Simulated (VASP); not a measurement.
Input of a VASP 6.6.1 run:

File INCAR:

```
SYSTEM = Zr
PREC = Accurate
ENCUT = 520
EDIFF = 1E-6
ISMEAR = 0
SIGMA = 0.1
LREAL = .FALSE.
LASPH = .TRUE.
NELM = 60
ALGO = Normal
ISIF = 2
LWAVE = .FALSE.
LCHARG = .FALSE.
GGA = PS
NBANDS = 25
```

KPOINTS

```
regular mesh
0
G
  6 6 6
  0 0 0
```

Contents of POSCAR:

```
Zr
1.0
    4.8058727512      0.0000000000      0.0000000000
   -2.4029363756      4.1620078899      0.0000000000
    0.0000000000      0.0000000000      2.9789107623
Zr
3
Direct
    0.0000000000      0.0000000000      0.0000000000
    0.3333333333      0.6666666667      0.5000000000
    0.6666666667      0.3333333333      0.5000000000
```

Potentials or basis: VASP PAW PBE potentials, release 64 (Zr_sv).

Run with:

```bash
$ cat potpaw_PBE.64/Zr_sv/POTCAR > POTCAR
$ mpirun -np 1 vasp_std > vasp.out
```

**Question.** Predict the pressure.

**Answer.** 13.9 GPa.

**Question.** Predict the band gap on the k mesh.

**Answer.** Zero (band 18 reaches 10.98 eV, above the bottom of band 19 at 10.33 eV).

Stress tensor (GPa, compression positive):
```
13.15  0.00  0.00
 0.00 13.15  0.00
 0.00  0.00 15.35
```

Caveat: the PAW data sets were made with another functional, which shifts forces and pressure a little.
